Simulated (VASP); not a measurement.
Wanted: the native input for a VASP 6.6.1 run.

```
Task                   : relaxation of cell and atoms
Functional             : PBE
Potentials or basis    : VASP PAW PBE potentials, release 64 (Y_sv, Al, N)
Cutoff                 : 600 eV
k mesh                 : 4 × 4 × 4
Occupations            : gaussian, width 0.1 eV
Spin                   : no spin polarisation
Dipole correction      : no
Further INCAR settings : ALGO = Normal; EDIFF = 1e-07; IBRION = 2; EDIFFG = -0.04; NSW = 90; ISIF = 3
```

The structure of Y3AlN4 lies in POSCAR:

```
Y3AlN4
1.0
    5.0398178000      0.0000000000      0.0000000000
    0.0000000000      5.0398178000      0.0000000000
    0.0000000000      0.0000000000      5.0398178000
Y Al N
3 1 4
Direct
    0.5000000000      0.0000000000      0.0000000000
    0.0000000000      0.0000000000      0.5000000000
    0.0000000000      0.5000000000      0.0000000000
    0.5000000000      0.5000000000      0.5000000000
    0.7500000000      0.2500000000      0.7500000000
    0.7500000000      0.7500000000      0.2500000000
    0.2500000000      0.2500000000      0.2500000000
    0.2500000000      0.7500000000      0.7500000000
```

One way to write it, as run:

INCAR

```
SYSTEM = Y3AlN4
PREC = Accurate
ENCUT = 600
EDIFF = 1E-7
ISMEAR = 0
SIGMA = 0.1
LREAL = .False.
LASPH = .True.
NELM = 60
ALGO = Normal
ISIF = 3
LWAVE = .False.
LCHARG = .False.
GGA = PE
IBRION = 2
NSW = 90
EDIFFG = -0.04
```

KPOINTS

```
Automatic mesh
0
Gamma
  4 4 4
  0 0 0
```

Potentials or basis: VASP PAW PBE potentials, release 64 (Y_sv, Al, N).

The run is started by

```console
$ cat potpaw_PBE.64/Y_sv/POTCAR potpaw_PBE.64/Al/POTCAR potpaw_PBE.64/N/POTCAR > POTCAR
$ mpirun -np 1 vasp_std > vasp.out
```

Results of the run:

```json
{
 "Relaxed volume": "16.18 Å³/atom",
 "Relaxed cell": "a = 5.059 Å, b = 5.059 Å, c = 5.059 Å, α = 90.00°, β = 90.00°, γ = 90.00°",
 "Space group after relaxing (to 0.1 Å)": "P-43m (No. 215)",
 "Energy gained by relaxing": "144.6 meV/atom",
 "Ionic steps": "7",
 "Pressure after relaxing": "0.0 GPa",
 "Band gap on the k mesh": "0.70 eV"
}
```

Caveat: semilocal functionals underestimate gaps, and a narrow one can read as zero.

Wall time 10 min on 1 thread of AMD EPYC 7R13, with other jobs on the host, peak memory 0.25 GiB.
